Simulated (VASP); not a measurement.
SiAs4: relaxation of cell and atoms with PBE

Crystal: SiAs4.

```
Si As
1.0
     3.28925    0.00000    0.00000
    -1.64463    2.84858    0.00000
     0.00000    0.00000   10.57653
Si As
1 4
Direct
  0.00000 0.00000 0.00000
  0.33333 0.66667 0.86586
  0.33333 0.66667 0.37680
  0.66667 0.33333 0.13414
  0.66667 0.33333 0.62320
```

The cell was built from a structure type or drawn by symmetry, and may not be a known phase.

```yaml
Program: VASP 6.6.1
Task: relaxation of cell and atoms
Functional: PBE
Potentials_or_basis: VASP PAW PBE potentials, release 64 (Si, As)
Cutoff: 600 eV
k_mesh: 6 × 6 × 2
Occupations: gaussian, width 0.1 eV
Spin: no spin polarisation
Dipole_correction: no
Further_INCAR_settings: ALGO = Normal; EDIFF = 1e-07; IBRION = 2; EDIFFG = -0.04; NSW = 90; ISIF = 3
```

- Relaxed volume: 19.53 Å³/atom
- Relaxed cell: a = 3.691 Å, b = 3.691 Å, c = 8.276 Å, α = 90.00°, β = 90.00°, γ = 120.00°
- Space group after relaxing (to 0.1 Å): P-3m1 (No. 164)
- Energy gained by relaxing: 384.0 meV/atom
- Ionic steps: 19
- Pressure after relaxing: 0.0 GPa
- Largest force after relaxing: 0.035 eV/Å
- Band gap on the k mesh: zero (bands 12 and 13 overlap by 1.85 eV)

Forces in eV/Å, atoms in the order of the input:
```
Si   0.000  0.000  0.000
As   0.000  0.000 -0.035
As   0.000  0.000 -0.012
As   0.000  0.000  0.035
As   0.000  0.000  0.012
```

Step by step:
| step | energy change (eV) | largest force (eV/Å) | pressure (GPa) | volume (Å³) |
| --- | --- | --- | --- | --- |
| 1 | 0.0000 | 2.0806 | 4.51 | 99.10 |
| 2 | -0.2857 | 0.5865 | -3.97 | 107.32 |
| 3 | -0.2893 | 0.5990 | -3.21 | 106.38 |
| 4 | -0.6022 | 0.6043 | -2.89 | 103.43 |
| 5 | -1.0738 | 0.7499 | -1.49 | 99.00 |
| 6 | -1.6171 | 0.1245 | 6.63 | 89.73 |
| 7 | -1.6918 | 0.5383 | 6.30 | 90.98 |
| 8 | -1.6952 | 0.6257 | 6.30 | 91.38 |
| 9 | -1.8121 | 0.5371 | 2.81 | 94.69 |
| 10 | -1.8607 | 0.4279 | -1.42 | 99.80 |
| 11 | -1.8625 | 0.4426 | -0.80 | 98.99 |
| 12 | -1.8794 | 0.3686 | -0.64 | 98.81 |
| 13 | -1.9088 | 0.1820 | -0.31 | 98.25 |
| 14 | -1.9033 | 0.2021 | 0.85 | 97.03 |
| 15 | -1.9174 | 0.1268 | -0.12 | 97.80 |
| 16 | -1.9179 | 0.1094 | 0.00 | 97.67 |
| 17 | -1.9196 | 0.0542 | -0.03 | 97.65 |
| 18 | -1.9200 | 0.0412 | -0.04 | 97.63 |
| 19 | -1.9200 | 0.0351 | -0.04 | 97.63 |

Final structure:
```cif
data_structure
_symmetry_space_group_name_H-M 'P 1'
_symmetry_Int_Tables_number 1
_cell_length_a 3.6908
_cell_length_b 3.6908
_cell_length_c 8.2759
_cell_angle_alpha 90.000
_cell_angle_beta 90.000
_cell_angle_gamma 120.000
_cell_volume 97.63
loop_
_atom_site_label
_atom_site_type_symbol
_atom_site_fract_x
_atom_site_fract_y
_atom_site_fract_z
_atom_site_occupancy
Si1 Si 0.00000 0.00000 0.00000 1
As1 As 0.33333 0.66667 0.82527 1
As2 As 0.33333 0.66667 0.39805 1
As3 As 0.66667 0.33333 0.17473 1
As4 As 0.66667 0.33333 0.60195 1
```

Levels at points of the mesh, in eV from the Fermi level:
```csv
k point,band 8,band 9,band 10,band 11,band 12,band 13,band 14,band 15,band 16
"(0.00, 0.00, 0.00)",-0.54,-0.54,-0.48,0.01,0.69,0.69,1.52,1.52,2.83
"(0.50, 0.00, 0.00)",-3.37,-2.63,-1.72,-1.46,-1.17,-1.10,0.76,1.77,2.46
"(0.00, 0.00, 0.50)",-1.06,-0.30,-0.30,-0.01,-0.01,1.52,1.68,2.07,2.07
"(0.50, 0.00, 0.50)",-4.24,-2.96,-2.74,-1.00,-1.00,0.63,1.55,1.74,2.64
```

It took 3.7 min on 1 thread of Intel(R) Xeon(R) 6975P-C (Granite Rapids), on a shared host, peak memory 0.26 GiB.

Caveat: the k points lie up to 0.38 Å⁻¹ apart in the final cell, too coarse for converged energies and pressures of a metal; a cell axis changed by over 15 % at a fixed basis, so the end point is rough.
